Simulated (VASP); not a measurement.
Write the native input for VASP 6.6.1 that does the following.

```yaml
Task: single point
Functional: PBE
Potentials_or_basis: VASP PAW PBE potentials, release 64 (C, Sn_d)
Cutoff: 520 eV
k_mesh: 8 × 8 × 8
Occupations: fermi-dirac, width 0.02 eV
Spin: no spin polarisation
Dipole_correction: no
Further_INCAR_settings: ALGO = Normal; EDIFF = 1e-06; NBANDS = 21
```

The structure of SnC3 lies in POSCAR:

```
SnC3
1.0
    1.6023958338      0.9251436660      5.3073394156
   -1.6023958338      0.9251436660      5.3073394156
    0.0000000000     -1.8502873320      5.3073394156
C Sn
3 1
Direct
    1.0147226421      0.0147226421      0.0147226421
    0.4768905496      0.4768905496      0.4768905496
    0.3831861780      0.3831861780      0.3831861780
    0.8752006303      0.8752006303      0.8752006303
```

This cell differs from its parent crystal: volume changed by +6%.

The input as run:

INCAR

```
PREC     = Accurate       # precision mode
ENCUT    = 520            # plane-wave cutoff, eV
EDIFF    = 1E-6           # SCF threshold, eV
ISMEAR   = -1             # smearing method
SIGMA    = 0.02           # smearing width, eV
LREAL    = F              # projectors in reciprocal space
LASPH    = T              # aspherical terms in the spheres
NELM     = 80             # most SCF steps
ALGO     = Normal         # electronic algorithm
ISIF     = 2              # what is computed and relaxed
LWAVE    = F              # write WAVECAR
LCHARG   = F              # write CHGCAR
GGA      = PE             # functional
NBANDS   = 21             # bands
```

KPOINTS

```
regular mesh
0
Gamma
  8 8 8
```

Potentials or basis: VASP PAW PBE potentials, release 64 (C, Sn_d).

Run with:

```console
$ cat potpaw_PBE.64/C/POTCAR potpaw_PBE.64/Sn_d/POTCAR > POTCAR
$ mpirun -np 1 vasp_std > vasp.out
```

It gave:

| Quantity | Value |
| --- | --- |
| Pressure | -8.9 GPa |
| Largest force | 0.522 eV/Å |
| Band gap on the k mesh | zero (band 13 reaches 8.39 eV, above the bottom of band 14 at 8.14 eV) |

Caveat: spin-orbit coupling is left out, which moves the levels of the heavy elements.

Wall time 63 s on 1 thread of Intel(R) Xeon(R) 6975P-C (Granite Rapids) (shared host), peak memory 0.27 GiB.
